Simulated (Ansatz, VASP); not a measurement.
## Co in VASP and in Ansatz

```
Co
1.0
    -1.38504    1.38504    1.38504
     1.38504   -1.38504    1.38504
     1.38504    1.38504   -1.38504
Co
1
Direct
  0.00000 0.00000 0.00000
```

Alike in both runs: functional PBEsol; k mesh 8 × 8 × 8; occupations gaussian, width 0.1 eV; collinear spin.

Ansatz relaxed the structure, and its values are those at the end. VASP's run is a single point on that final structure, the one shown.

|  | VASP | Ansatz |
| --- | --- | --- |
| version | VASP 6.6.1 | Ansatz 0.2.0 |
| potentials or method | VASP PAW PBE potentials, release 64 (Co), cutoff 600 eV | scalar-relativistic, plane waves, PAW |
| valence electrons in the cell | 9 | 17 |

VASP gave:

- gap on the k mesh at the Fermi level (eV): none
- pressure (GPa): -0.7
- net moment per atom (μB): 1.81
- size of the moment on the site where the two differ most (μB): 1.81

Q: Which values does Ansatz return?

A: gap on the k mesh at the Fermi level (eV): none; pressure (GPa): 0.2; net moment per atom (μB): 1.81; size of the moment on the site where the two differ most (μB): 1.85.

VASP's potentials were made for PBE, not for PBEsol. Site moments also hang on the region over which each program counts them. A gap of «none» marks a metal or a gap that the smearing closes. With one functional, cell and mesh, what is left measures potentials, basis and numerics. VASP's potentials hold 9 valence electrons a cell and Ansatz's 17, so a difference there can come from the potentials and not from the codes.

The k mesh is coarse, so the values compare programs but aren't converged.
